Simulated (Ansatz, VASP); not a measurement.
# Two plane-wave programs on Sc

File POSCAR:

```
Sc
1.0
    0.0000000000      2.3869749031      2.3869749031
    2.3869749031      0.0000000000      2.3869749031
    2.3869749031      2.3869749031      0.0000000000
Sc
1
Direct
    0.0000000000      0.0000000000      0.0000000000
```

INCAR.step1

```
SYSTEM = Sc
PREC     = Accurate       ! precision mode
ENCUT    = 520            ! plane-wave cutoff, eV
ISMEAR   = -1             ! smearing method
SIGMA    = 0.1            ! smearing width, eV
LREAL    = .FALSE.        ! projectors in reciprocal space
LASPH    = .TRUE.         ! aspherical terms in the spheres
NELM     = 60             ! most SCF steps
NBANDS   = 12             ! bands
GGA      = PE             ! functional
ALGO     = Normal         ! electronic algorithm
EDIFF    = 1E-4           ! SCF threshold, eV
LWAVE    = .TRUE.         ! write WAVECAR
LCHARG   = .FALSE.        ! write CHGCAR
```

INCAR.step2

```
SYSTEM = Sc
PREC     = Accurate       ! precision mode
ENCUT    = 520            ! plane-wave cutoff, eV
EDIFF    = 1E-6           ! SCF threshold, eV
ISMEAR   = -1             ! smearing method
SIGMA    = 0.1            ! smearing width, eV
LREAL    = .FALSE.        ! projectors in reciprocal space
LASPH    = .TRUE.         ! aspherical terms in the spheres
NELM     = 60             ! most SCF steps
ALGO     = Normal         ! electronic algorithm
ISIF     = 2              ! what is computed and relaxed
LWAVE    = .FALSE.        ! write WAVECAR
LCHARG   = .FALSE.        ! write CHGCAR
METAGGA  = R2SCAN         ! meta-GGA
LMIXTAU  = .TRUE.       
NBANDS   = 12             ! bands
ISTART   = 1
```

The input KPOINTS:

```
regular mesh
0
G
  13 13 13
  0 0 0
```

Input for Ansatz:

```yaml
crystal:
  lattice:
    - [0.0, 2.3869749031, 2.3869749031]
    - [2.3869749031, 0.0, 2.3869749031]
    - [2.3869749031, 2.3869749031, 0.0]
  atoms:
    - { symbol: Sc, position: [0.0, 0.0, 0.0] }
hamiltonian:
  xc: r2scan
  pseudopotentials:
    kind: paw
    azcp:
      Sc: "pseudopotentials/Sc.paw.azcp"
basis:
  ecutwfc: 500
  fft_grid_basis: typed
kpoints:
  mp_grid: { grid: [13, 13, 13], shift: [0, 0, 0] }
magnetization:
  spin_polarized: false
scf:
  occupations: { method: fermi_dirac, width: 0.1 }
  lower_state_search: "off"
output:
  stress: true
```

Alike in both runs: task single point; functional r2SCAN; k mesh 13 × 13 × 13; occupations fermi-dirac, width 0.1 eV; no spin polarisation.

|  | VASP | Ansatz |
| --- | --- | --- |
| version | VASP 6.6.1 | Ansatz 0.2.0 |
| potentials or method | VASP PAW PBE potentials, release 64 (Sc_sv), cutoff 520 eV | plane waves (500 eV) with PAW, scalar-relativistic |
| valence electrons in the cell | 11 | 11 |

```csv
,VASP,Ansatz,Ansatz less VASP
pressure (GPa),-3.5,-3.7,-0.15
```

VASP's potentials were made for PBE, not for r2SCAN.
